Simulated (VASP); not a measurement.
Crystal: BN.

```
B N
1.0
     0.00000    1.80482    1.80482
     1.80482    0.00000    1.80482
     1.80482    1.80482    0.00000
B N
1 1
Direct
  0.00000 0.00000 0.00000
  0.75000 0.75000 0.75000
```

Base run:

* Program: VASP 6.6.1
* Functional: HSE06
* Potentials or basis: VASP PAW PBE potentials, release 64 (B, N)
* Cutoff: 520 eV
* k mesh: 8 × 8 × 8
* Occupations: gaussian, width 0.01 eV
* Spin: no spin polarisation

Its results: band gap on the k mesh 5.78 eV, indirect (least direct gap 10.57 eV); pressure -3.9 GPa.

Q: The run is repeated on the same cell with these changes: functional from HSE06 to PBE0; further incar settings from ALGO = Normal; EDIFF = 1e-06; NBANDS = 11 to ALGO = Normal; EDIFF = 1e-07; NBANDS = 11. What comes out?

A: Band gap on the k mesh 6.55 eV, indirect (least direct gap 11.35 eV); pressure -3.9 GPa.

Caveats: the PAW data sets were made with another functional, which shifts forces and pressure a little.

A k mesh can miss the band edges.
